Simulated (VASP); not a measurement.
Wanted: the native input for a VASP 6.6.1 run.

```yaml
Task: single point
Functional: PBE
Potentials_or_basis: VASP PAW PBE potentials, release 64 (Ba_sv, Zr_sv, O)
Cutoff: 520 eV
k_mesh: 6 × 6 × 6
Occupations: fermi-dirac, width 0.02 eV
Spin: no spin polarisation
Dipole_correction: no
Further_INCAR_settings: ALGO = Normal; EDIFF = 1e-06; NBANDS = 51
```

The structure of BaZrO3 lies in POSCAR:

```
BaZrO3
1.0
   -2.9853404619      2.9853404619      4.2319422038
    2.9853404619     -2.9853404619      4.2319422038
    2.9853404619      2.9853404619     -4.2319422038
Ba Zr O
2 2 6
Direct
    0.7500000000      0.2500000000      0.5000000000
    0.2500000000      0.7500000000      0.5000000000
    0.0000000000      0.0000000000      0.0000000000
    0.5000000000      0.5000000000      0.0000000000
    0.7500000000      0.7500000000      0.0000000000
    0.2500000000      0.2500000000      0.0000000000
    0.2326283038      0.7326283038      0.9652566077
    0.7673716962      0.2673716962      0.0347433923
    0.7326283038      0.7673716962      0.5000000000
    0.2673716962      0.2326283038      0.5000000000
```

One way to write it, as run:

INCAR

```
SYSTEM = BaZrO3
ALGO = Normal ; EDIFF = 1E-6
ENCUT = 520 ; GGA = PE
ISIF = 2 ; ISMEAR = -1
LASPH = .TRUE. ; LCHARG = .FALSE.
LREAL = .FALSE. ; LWAVE = .FALSE.
NBANDS = 51 ; NELM = 100
PREC = Accurate ; SIGMA = 0.02
```

KPOINTS

```
k-points
0
G
  6 6 6
  0 0 0
```

Potentials or basis: VASP PAW PBE potentials, release 64 (Ba_sv, Zr_sv, O).

The run is started by

```console
$ cat potpaw_PBE.64/Ba_sv/POTCAR potpaw_PBE.64/Zr_sv/POTCAR potpaw_PBE.64/O/POTCAR > POTCAR
$ mpirun -np 1 vasp_std > vasp.out
```

It gave:

The pressure is 0.9 GPa, the largest force is 0.023 eV/Å and the band gap on the k mesh is 3.18 eV.

Caveat: spin-orbit coupling is left out, which moves the levels of the heavy elements.

Run time: 3.1 min on 1 thread of Intel(R) Xeon(R) 6975P-C (Granite Rapids), on a shared host, peak memory 0.42 GiB.
